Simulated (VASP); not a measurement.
Here is a VASP 6.6.1 calculation.

Contents of INCAR:

```
SYSTEM = MgO
PREC = Accurate ; ENCUT = 520
EDIFF = 1E-7 ; ISMEAR = 0
SIGMA = 0.05 ; LREAL = .FALSE.
LASPH = .TRUE. ; NELM = 100
ALGO = Normal ; ISIF = 2
LWAVE = .FALSE. ; LCHARG = .FALSE.
GGA = PS ; NBANDS = 16
```

Contents of KPOINTS:

```
regular mesh
0
G
  9 9 6
  0 0 0
```

The input POSCAR:

```
MgO
1.0
    3.4769000000      0.0000000000      0.0000000000
   -1.7384500000      3.0110837264      0.0000000000
    0.0000000000      0.0000000000      5.4209000000
Mg O
2 2
Direct
    0.3333333333      0.6666666667      0.0036583380
    0.6666666667      0.3333333333      0.5036583380
    0.3333333333      0.6666666667      0.4009416620
    0.6666666667      0.3333333333      0.9009416620
```

Potentials or basis: VASP PAW PBE potentials, release 64 (Mg, O).

The run is started by

```sh
$ cat potpaw_PBE.64/Mg/POTCAR potpaw_PBE.64/O/POTCAR > POTCAR
$ mpirun -np 1 vasp_std > vasp.out
```

(1) What does it give for the largest force?

(2) What does it give for the pressure?

(3) What does it give for the band gap on the k mesh?

Answers

(1) 0.197 eV/Å.

(2) -15.2 GPa.

(3) 2.50 eV, direct.

Caveat: the PAW data sets were made with another functional, which shifts forces and pressure a little.
